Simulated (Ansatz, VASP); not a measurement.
**Two plane-wave programs on Cu5Mo**

```
CELL_PARAMETERS angstrom
4.50090 0.00000 0.00000
-2.25045 3.89789 0.00000
0.00000 0.00000 4.33239
ATOMIC_POSITIONS crystal
Cu 0.66286 0.00000 0.50000
Cu 0.66667 0.33333 0.00000
Cu 0.33714 0.33714 0.50000
Cu 0.00000 0.66286 0.50000
Cu 0.33333 0.66667 0.00000
Mo 0.00000 0.00000 0.00000
```

Change from the starting cell: species swapped into the MgPt5 type (P-62m, No. 189).

Alike in both runs: functional PBE; k mesh 4 × 4 × 4; occupations gaussian, width 0.2 eV; no spin polarisation.

Ansatz relaxed the structure, and its values are those at the end. VASP's run is a single point on that final structure, the one shown.

|  | VASP | Ansatz |
| --- | --- | --- |
| version | VASP 6.6.1 | Ansatz 0.2.0 |
| potentials or method | VASP PAW PBE potentials, release 64 (Cu, Mo_sv), cutoff 600 eV | scalar-relativistic, plane waves, PAW |
| valence electrons in the cell | 69 | 109 |

```csv
,VASP,Ansatz,Ansatz less VASP
gap on the k mesh at the Fermi level (eV),none,none,-
pressure (GPa),1.0,0.4,-0.63
rms of the force components (eV/Å),0.001,0.005,+0.0041
```

A gap of «none» marks a metal or a gap that the smearing closes. VASP's potentials hold 69 valence electrons a cell and Ansatz's 109, so a difference there can come from the potentials and not from the codes.

The k mesh is coarse, so the values compare programs but aren't converged.
